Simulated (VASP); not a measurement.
CdF2: vibrations by perturbation theory with PBEsol

CdF2:

```xyz
3
Lattice="2.6762 2.6762 0.0000 -2.6762 2.6762 0.0000 0.0000 2.6762 2.6762" Properties=species:S:1:pos:R:3 pbc="T T T"
Cd    0.0000    0.0000    0.0000
F    -1.3381    4.0143    1.3381
F     1.3381    4.0143    1.3381
```

```yaml
Program: VASP 6.6.1
Task: vibrations by perturbation theory
Functional: PBEsol
Potentials_or_basis: VASP PAW PBE potentials, release 64 (Cd, F)
Cutoff: 520 eV
k_mesh: 8 × 8 × 8
Occupations: gaussian, width 0.01 eV
Spin: no spin polarisation
Dipole_correction: no
Further_INCAR_settings: ALGO = Normal; EDIFF = 1e-08; IBRION = 8; NSW = 1
```

| Property | Result |
| --- | --- |
| Highest phonon frequency at Γ, LO-TO splitting left out | 316 cm⁻¹ |

Phonon frequencies in cm⁻¹ (negative: imaginary):
```csv
q point,frequencies
"(0.000, 0.000, 0.000)",0 0 0 239 239 239 316 316 316
```

Wall time 99 s on 1 thread of Intel(R) Xeon(R) Platinum 8375C CPU @ 2.90GHz (Ice Lake), on a shared host, peak memory 0.27 GiB.

Caveat: the cell stands under pressure or tension, which shifts response properties.
